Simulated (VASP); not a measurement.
## MoSe: single point with PBE

MoSe:

```xyz
2
Lattice="0.0000 2.6102 2.6102 2.6102 0.0000 2.6102 2.6102 2.6102 0.0000" Properties=species:S:1:pos:R:3 pbc="T T T"
Mo    0.0000    0.0000    0.0000
Se    2.6102    2.6102    2.6102
```

```yaml
Program: VASP 6.6.1
Task: single point
Functional: PBE
Potentials_or_basis: VASP PAW PBE potentials, release 64 (Mo_sv, Se)
Cutoff: 500 eV
k_mesh: 14 × 14 × 14
Occupations: gaussian, width 0.1 eV
Spin: no spin polarisation
```

```json
{"Pressure": "0.3 GPa", "Band gap on the k mesh": "zero (band 10 reaches 9.88 eV, above the bottom of band 11 at 7.67 eV)"}
```

Levels at points of the mesh, in eV from the Fermi level:
```
           k point  band 6  band 7  band 8  band 9  band 10  band 11  band 12  band 13  band 14  band 15
(0.00, 0.00, 0.00)   -2.27   -2.27   -2.27   -1.95    -1.95    -1.95    -1.56    -1.56     2.72     8.02
(0.50, 0.00, 0.00)   -7.91   -5.56   -5.56   -0.07    -0.07     0.57     2.56     4.71     4.71     6.32
(0.50, 0.50, 0.00)   -6.27   -3.81   -3.81   -3.55    -0.71     0.53     0.53     1.40     2.70     9.59
```

Run time: 39 s on 1 thread of Intel(R) Xeon(R) Platinum 8488C (Sapphire Rapids) (shared host), peak memory 0.2 GiB.
